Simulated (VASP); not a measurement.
The system is AlAs.

```
CELL_PARAMETERS angstrom
0.00000 2.83790 2.83790
2.83790 0.00000 2.83790
2.83790 2.83790 0.00000
ATOMIC_POSITIONS crystal
Al 0.00000 0.00000 0.00000
As 0.25000 0.25000 0.25000
```

| Quantity | Value |
| --- | --- |
| Program | VASP 6.6.1 |
| Task | relaxation of cell and atoms |
| Functional | PBE |
| Potentials or basis | VASP PAW PBE potentials, release 64 (Al, As) |
| Cutoff | 600 eV |
| k mesh | 8 × 8 × 8 |
| Occupations | gaussian, width 0.02 eV |
| Spin | no spin polarisation |

At the start: pressure 2.2 GPa; volume 22.86 Å³/atom.

Question: Where does the relaxation end?

Answer: Over 3 steps the energy falls by 4.5 meV/atom and the volume is 23.55 Å³/atom (+3.0 %); space group F-43m (No. 216, to 0.05 Å).

Step by step:
```csv
step,energy change (eV),largest force (eV/Å),pressure (GPa),volume (Å³)
1,0.0000,0.0000,2.16,45.71
2,-0.0071,0.0000,-0.93,47.78
3,-0.0091,0.0000,0.01,47.10
```

Final structure:
```
Al As
1.0
     0.00000    2.86631    2.86631
     2.86631    0.00000    2.86631
     2.86631    2.86631    0.00000
Al As
1 1
Direct
  0.00000 0.00000 0.00000
  0.25000 0.25000 0.25000
```
